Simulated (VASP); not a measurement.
# MgO (P-6m2) in VASP: further runs

Runs on MgO. Level: PBEsol. Tasks: single point.

Everything below comes from runs of VASP 6.6.1. Logs are shortened: lines on timing, memory, paths and dates and some standing lists are left out, and cuts for length are marked.

**1. The cell of the first run**

Symmetry: P-6m2, No. 187, hexagonal system. The conventional cell has a = 2.497 Å, b = 2.497 Å, c = 2.680 Å, α = 90.00°, β = 90.00°, γ = 120.00°. Mg (site symmetry -6m2) has 6 O at 1.97 Å and 6 Mg at 2.50 Å within 2.6 Å. O (site symmetry -6m2) has 6 Mg at 1.97 Å and 6 O at 2.50 Å within 2.6 Å.

**2. Single point, PBEsol (strain -0.1500 x Voigt [1, 1, 0, 0, 0, 0])**

INCAR

```
SYSTEM = MgO
PREC = Accurate
ENCUT = 520
EDIFF = 1E-6
ISMEAR = 0
SIGMA = 0.05
LREAL = .False.
LASPH = .True.
NELM = 80
ALGO = Normal
ISIF = 2
LWAVE = .False.
LCHARG = .False.
GGA = PS
NBANDS = 11
```

KPOINTS

```
regular mesh
0
Gamma
  9 9 8
  0 0 0
```

POSCAR

```
MgO
1.0
    2.4973177679      0.0000000000      0.0000000000
   -1.2486588839      2.1627406283      0.0000000000
    0.0000000000      0.0000000000      2.6796800000
Mg O
1 1
Direct
    0.0000000000      0.0000000000      0.0000000000
    0.3333333333      0.6666666667      0.5000000000
```

Potentials or basis: VASP PAW PBE potentials, release 64 (Mg, O).

Started as:

```bash
> cat potpaw_PBE.64/Mg/POTCAR potpaw_PBE.64/O/POTCAR > POTCAR
> mpirun -np 1 vasp_std > vasp.out
```

OUTCAR:

```text
SYSTEM = MgO
   PREC = Accurate
   ENCUT = 520
   EDIFF = 1E-6
   ISMEAR = 0
   LREAL = .False.
   LASPH = .True.
   NELM = 80
   ISIF = 2
   GGA = PS

 ion  position               nearest neighbor table
   1  0.000  0.000  0.000-   2 1.97   2 1.97   2 1.97   2 1.97   2 1.97   2 1.97
   2  0.333  0.667  0.500-   1 1.97   1 1.97   1 1.97   1 1.97   1 1.97   1 1.97

  LATTYP: Found a hexagonal cell.
 ALAT       =     2.4973177679
 C/A-ratio  =     1.0730232390

  Lattice vectors:

 A1 = (   2.4973177679,   0.0000000000,   0.0000000000)
 A2 = (  -1.2486588839,   2.1627406283,   0.0000000000)
 A3 = (   0.0000000000,   0.0000000000,   2.6796800000)

Analysis of symmetry for initial positions (statically):
=====================================================================
 Subroutine PRICEL returns:
 Original cell was already a primitive cell.

 Routine SETGRP: Setting up the symmetry group for a
 hexagonal supercell.

 Subroutine GETGRP returns: Found 12 space group operations
 (whereof 12 operations were pure point group operations)
 out of a pool of 24 trial point group operations.

The static configuration has the point symmetry D_3h.

Analysis of symmetry for dynamics (positions and initial velocities):
=====================================================================
 Subroutine PRICEL returns:
 Original cell was already a primitive cell.

 Routine SETGRP: Setting up the symmetry group for a
 hexagonal supercell.

 Subroutine GETGRP returns: Found 12 space group operations
 (whereof 12 operations were pure point group operations)
 out of a pool of 24 trial point group operations.

The dynamic configuration has the point symmetry D_3h.

 Subroutine INISYM returns: Found 12 space group operations
 (whereof 12 operations are pure point group operations),
 and found     1 'primitive' translations

----------------------------------------------------------------------------------------

                                     Primitive cell

  volume of cell :      14.4731

  direct lattice vectors                    reciprocal lattice vectors
     2.497317768  0.000000000  0.000000000     0.400429618  0.231188148  0.000000000
    -1.248658884  2.162740628  0.000000000     0.000000000  0.462376296  0.000000000
     0.000000000  0.000000000  2.679680000     0.000000000  0.000000000  0.373178887

  length of vectors
     2.497317768  2.497317768  2.679680000     0.462376296  0.462376296  0.373178887

  position of ions in fractional coordinates (direct lattice)
     0.000000000  0.000000000  0.000000000
     0.333333333  0.666666667  0.500000000

  ion indices of the primitive-cell ions
   primitive index   ion index
                 1           1
                 2           2

----------------------------------------------------------------------------------------

 KPOINTS: regular mesh

Automatic generation of k-mesh.
 Grid dimensions read from file:
 generate k-points for:    9    9    8

 Generating k-lattice:

  Cartesian coordinates                     Fractional coordinates (reciprocal lattice)
     0.044492180  0.025687572  0.000000000     0.111111111 -0.000000000  0.000000000
     0.000000000  0.051375144  0.000000000     0.000000000  0.111111111  0.000000000
     0.000000000  0.000000000  0.046647361     0.000000000  0.000000000  0.125000000

  Length of vectors
     0.051375144  0.051375144  0.046647361

  Shift w.r.t. Gamma in fractional coordinates (k-lattice)
     0.000000000  0.000000000  0.000000000

 Subroutine IBZKPT returns following result:
 ===========================================

 Found     60 irreducible k-points:

 Following reciprocal coordinates:
            Coordinates               Weight
  0.000000  0.000000  0.000000      1.000000
  0.111111  0.000000  0.000000      6.000000
  0.222222  0.000000  0.000000      6.000000
  0.333333 -0.000000  0.000000      6.000000
  0.444444  0.000000  0.000000      6.000000
  0.111111  0.111111  0.000000      6.000000
[... 16 lines left out ...]
  0.333333  0.222222  0.125000     24.000000
  0.333333  0.333333  0.125000      4.000000
 [... further k-points ...]
   k-points           NKPTS =     60   k-points in BZ     NKDIM =     60   number of bands    NBANDS=     11
   number of dos      NEDOS =    301   number of ions     NIONS =      2
   total plane-waves  NPLWV =   8000
   dimension x,y,z NGX =    20 NGY =   20 NGZ =   20
   dimension x,y,z NGXF=    40 NGYF=   40 NGZF=   40
   ions per type =               1   1
   NGX,Y,Z   is equivalent  to a cutoff of  13.31, 13.31, 12.41 a.u.
   NGXF,Y,Z  is equivalent  to a cutoff of  26.63, 26.63, 24.82 a.u.
 SYSTEM =  MgO
   PREC   = accura    normal or accurate (medium, high low for compatibility)
   ISTART =      0    job   : 0-new  1-cont  2-samecut
   ICHARG =      2    charge: 1-file 2-atom 10-const
   ISPIN  =      1    spin polarized calculation?
   LNONCOLLINEAR =      F non collinear calculations
   LSORBIT =      F    spin-orbit coupling
   LASPH  =      T    aspherical Exc in radial PAW
   ENCUT  =  520.0 eV  38.22 Ry    6.18 a.u.   4.64  4.64  4.98*2*pi/ulx,y,z
   NELM   =     80;   NELMIN=  2; NELMDL= -5     # of ELM steps
   EDIFF  = 0.1E-05   stopping-criterion for ELM
   LREAL  =      F    real-space projection
   EDIFFG = 0.1E-04   stopping-criterion for IOM
   NSW    =      0    number of steps for IOM
   IBRION =     -1    ionic relax: 0-MD 1-quasi-New 2-CG
   NFREE  =      0    steps in history (QN), initial steepest desc. (CG)
   ISIF   =      2    stress and relaxation
   ISYM   =      2    0-nonsym 1-usesym 2-fastsym
   POTIM  = 0.5000    time-step for ionic-motion
   TEBEG  =    0.0;   TEEND  =   0.0 temperature during run
   PSTRESS=    0.0 pullay stress
   NELECT =       8.0000    total number of electrons
   NUPDOWN=      -1.0000    fix difference up-down
   EMIN   =  10.00;   EMAX   =-10.00  energy-range for DOS
   EFERMI =   0.00;   METHOD = LEGACY
   ISMEAR =     0;   SIGMA  =   0.05  broadening in eV -4-tet -1-fermi 0-gaus
   EFERMI_NEDOS =   21; number of points for ismear=-14 and -15
   IALGO  =     38    algorithm
   IMIX   =      4    mixing-type and parameters
     AMIX     =   0.40;   BMIX     =  1.00
     AMIX_MAG =   1.60;   BMIX_MAG =  1.00
  volume/ion in A,a.u.               =       7.24        48.83
  Fermi-wavevector in a.u.,A,eV,Ry     =   1.343542  2.538925 24.559929  1.805104
  Thomas-Fermi vector in A             =   2.471607
   LORBIT       =      0    0 simple, 1 ext, 2 COOP (PROOUT), +10 PAW based schemes
   GGA     = PS    functional components
   LHFCALC =     F    Hartree Fock is set to
   AEXX    =    0.0000 exact exchange contribution
   IVDW    =     0    specifies the selected vdW correction
   LEPSILON=     F    determine dielectric tensor
   LRPA    =     F    only Hartree local field effects (RPA)
 non-spin polarized calculation
 Gauss-broadening in eV      SIGMA  =   0.05
  energy-cutoff  :      520.00
  volume of cell :       14.47
 maximum number of plane-waves:       402
 NGX is ok and might be reduce to    20
   NGX =  9   NGY =  9   NGZ =  9

 number of electron       7.9999994 magnetization

 Free energy of the ion-electron system (eV)
  ---------------------------------------------------
  ext. energy  EPLUGINS =         0.00000000
  ---------------------------------------------------
  free energy    TOTEN  =       -10.36523799 eV

  energy without entropy =      -10.36523799  energy(sigma->0) =      -10.36523799

 E-fermi :   7.2762     XC(G=0): -12.6204

 val. band max:        6.9886772874   @ k =   0.0000   0.0000   0.5000
 cond. band min:      10.4325108875   @ k =   0.0000   0.0000   0.0000
 fundamental gap:      3.4438336001
 Fermi energy:         7.2761511250

 k-point     1 :       0.0000    0.0000    0.0000
  band No.  band energies     occupation
      1     -13.1213      2.00000
      2       3.9704      2.00000
      3       6.6372      2.00000
      4       6.6372      2.00000
      5      10.4325      0.00000
      6      19.2815      0.00000
      7      26.9143      0.00000
      8      26.9143      0.00000
      9      29.0863      0.00000
     10      31.4866      0.00000
     11      33.7637      0.00000

 k-point     2 :       0.1111    0.0000    0.0000
  band No.  band energies     occupation
      1     -12.8937      2.00000
      2       4.0584      2.00000
      3       5.5805      2.00000
      4       6.4861      2.00000
      5      10.9895      0.00000
      6      19.9627      0.00000
      7      24.5613      0.00000
      8      27.3742      0.00000
      9      28.5450      0.00000
     10      32.7851      0.00000
     11      34.1312      0.00000

 k-point     3 :       0.2222    0.0000    0.0000
  band No.  band energies     occupation
      1     -12.2650      2.00000
      2       3.4569      2.00000
      3       4.2931      2.00000
      4       6.1242      2.00000
      5      12.0855      0.00000
      6      20.6819      0.00000
      7      22.3759      0.00000
      8      27.0950      0.00000
      9      28.4232      0.00000
     10      31.5209      0.00000
     11      35.4385      0.00000

 k-point     4 :       0.3333   -0.0000    0.0000
  band No.  band energies     occupation
      1     -11.4224      2.00000
      2       1.3552      2.00000
      3       4.5834      2.00000
      4       5.7438      2.00000
      5      13.2934      0.00000
      6      19.2959      0.00000
      7      22.4414      0.00000
      8      25.4254      0.00000
      9      29.3588      0.00000
     10      31.4394      0.00000
     11      34.0030      0.00000

 k-point     5 :       0.4444    0.0000    0.0000
  band No.  band energies     occupation
      1     -10.7582      2.00000
      2       0.0033      2.00000
      3       4.7888      2.00000
      4       5.5107      2.00000
      5      14.1575      0.00000
      6      18.4572      0.00000
      7      22.0764      0.00000
      8      24.3628      0.00000
      9      29.8178      0.00000
     10      32.3286      0.00000
     11      33.2656      0.00000
[... 211 lines left out ...]
 k-point    21 :       0.4444    0.1111    0.1250
  band No.  band energies     occupation
      1     -10.4962      2.00000
      2       0.1887      2.00000
      3       4.2358      2.00000
      4       4.7498      2.00000
      5      14.5965      0.00000
      6      19.0253      0.00000
      7      21.6680      0.00000
      8      25.1074      0.00000
      9      27.8060      0.00000
     10      32.4436      0.00000
     11      33.5353      0.00000

 k-point    22 :       0.2222    0.2222    0.1250
  band No.  band energies     occupation
      1     -10.9166      2.00000
      2       1.4227      2.00000
      3       4.0541      2.00000
      4       4.2258      2.00000
      5      14.4445      0.00000
      6      19.8660      0.00000
      7      22.8975      0.00000
      8      24.4974      0.00000
      9      27.4696      0.00000
     10      30.7986      0.00000
     11      34.8126      0.00000

 k-point    23 :       0.3333    0.2222    0.1250
  band No.  band energies     occupation
      1     -10.4091      2.00000
      2       0.8667      2.00000
      3       3.3096      2.00000
      4       4.2953      2.00000
      5      15.1359      0.00000
      6      19.3172      0.00000
      7      22.7133      0.00000
      8      24.6938      0.00000
      9      26.7316      0.00000
     10      31.8787      0.00000
     11      33.8436      0.00000

 k-point    24 :       0.3333    0.3333    0.1250
  band No.  band energies     occupation
      1     -10.2331      2.00000
      2       1.5606      2.00000
      3       1.9643      2.00000
      4       4.3795      2.00000
      5      15.5100      0.00000
      6      19.3094      0.00000
      7      23.1254      0.00000
      8      24.3270      0.00000
      9      26.4125      0.00000
     10      32.6453      0.00000
     11      34.2507      0.00000

 [... further k-points ...]

------------------------ aborting loop because EDIFF is reached ----------------------------------------

  FORCE on cell =-STRESS in cart. coord.  units (eV):
  Direction    XX          YY          ZZ          XY          YZ          ZX
  --------------------------------------------------------------------------------------
  -------------------------------------------------------------------------------------
  Total       10.4343440     10.4343440     -0.4242672      0.0000000      0.0000000     -0.0000000
  in kB     1155.0866213   1155.0866212    -46.9665687      0.0000000      0.0000000     -0.0000000
  external PRESSURE =     754.4022246 kB  Pullay stress =       0.0000000 kB

 VOLUME and BASIS-vectors are now :
 -----------------------------------------------------------------------------
  energy-cutoff  :      520.00
  volume of cell :       14.47
      direct lattice vectors                 reciprocal lattice vectors
     2.497317768  0.000000000  0.000000000     0.400429618  0.231188148  0.000000000
    -1.248658884  2.162740628  0.000000000     0.000000000  0.462376296  0.000000000
     0.000000000  0.000000000  2.679680000     0.000000000  0.000000000  0.373178887

 POSITION                                       TOTAL-FORCE (eV/Angst)
 -----------------------------------------------------------------------------------
      0.00000      0.00000      0.00000        -0.000000      0.000000      0.000000
     -0.00000      1.44183      1.33984         0.000000      0.000000      0.000000
 -----------------------------------------------------------------------------------
    total drift:                               -0.000000      0.000000     -0.000000

  FREE ENERGIE OF THE ION-ELECTRON SYSTEM (eV)
  ---------------------------------------------------
  free  energy   TOTEN  =       -10.3652379904 eV

  energy  without entropy=      -10.3652379904  energy(sigma->0) =      -10.36523799
```

It took 5 s on 1 thread of Intel Xeon 6975P-C (Granite Rapids), shared host; peak memory 0.12 GiB.

What came out:

```yaml
Free_energy: -10.3652 eV
Pressure: 75.4 GPa
Band_gap_on_the_k_mesh: 3.44 eV, indirect (least direct gap 3.80 eV)
```

Stress tensor (GPa, compression positive):
```
115.51   0.00   0.00
  0.00 115.51   0.00
  0.00   0.00  -4.70
```

Levels at points of the mesh, in eV from the valence-band top:
| k point | band 1 | band 2 | band 3 | band 4 | band 5 | band 6 | band 7 | band 8 |
| --- | --- | --- | --- | --- | --- | --- | --- | --- |
| (0.00, 0.00, 0.00) | -20.11 | -3.02 | -0.35 | -0.35 | 3.44 | 12.29 | 19.93 | 19.93 |
| (0.00, 0.00, 0.50) | -18.82 | -8.44 | 0.00 | 0.00 | 9.55 | 12.13 | 19.85 | 19.85 |

Caveat: the cell differs from its parent crystal (strain -0.1500 x Voigt [1, 1, 0, 0, 0, 0]); the PAW data sets were made with another functional, which shifts forces and pressure a little.

(Continued in part 2 of 3.)
